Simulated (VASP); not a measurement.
## PtSe: single point with HSE06

PtSe:

```xyz
2
Lattice="0.0000 2.8125 2.8125 2.8125 0.0000 2.8125 2.8125 2.8125 0.0000" Properties=species:S:1:pos:R:3 pbc="T T T"
Pt    0.0000    0.0000    0.0000
Se    1.4062    1.4062    1.4062
```

```json
{
 "Program": "VASP 6.6.1",
 "Task": "single point",
 "Functional": "HSE06",
 "Potentials or basis": "VASP PAW PBE potentials, release 64 (Pt, Se)",
 "Cutoff": "520 eV",
 "k mesh": "4 × 4 × 4",
 "Occupations": "fermi-dirac, width 0.05 eV",
 "Spin": "no spin polarisation"
}
```

The pressure is -0.1 GPa. The band gap on the k mesh is zero (bands 8 and 9 overlap by 4.52 eV).

Levels at points of the mesh, in eV from the Fermi level:
```
           k point  band 3  band 4  band 5  band 6  band 7  band 8  band 9  band 10  band 11  band 12
(0.00, 0.00, 0.00)   -6.26   -6.26   -3.46   -3.46    1.84    3.21    3.21     3.21     7.83     7.83
(0.50, 0.00, 0.00)   -5.88   -5.88   -3.23   -3.23   -2.75    1.08    1.08     3.95     9.11     9.11
(0.50, 0.50, 0.00)   -4.95   -4.95   -3.21   -3.02   -2.77   -1.31   -1.31     5.55     6.32    11.43
```

Wall time 8.6 min on 1 thread of Intel(R) Xeon(R) Platinum 8259CL CPU @ 2.50GHz (Skylake/Cascade Lake), with other jobs on the host, peak memory 0.28 GiB.

Caveat: the k points lie up to 0.48 Å⁻¹ apart, too coarse for converged energies and pressures of a metal; the PAW data sets were made with another functional, which shifts forces and pressure a little; spin-orbit coupling is left out, which moves the levels of the heavy elements.
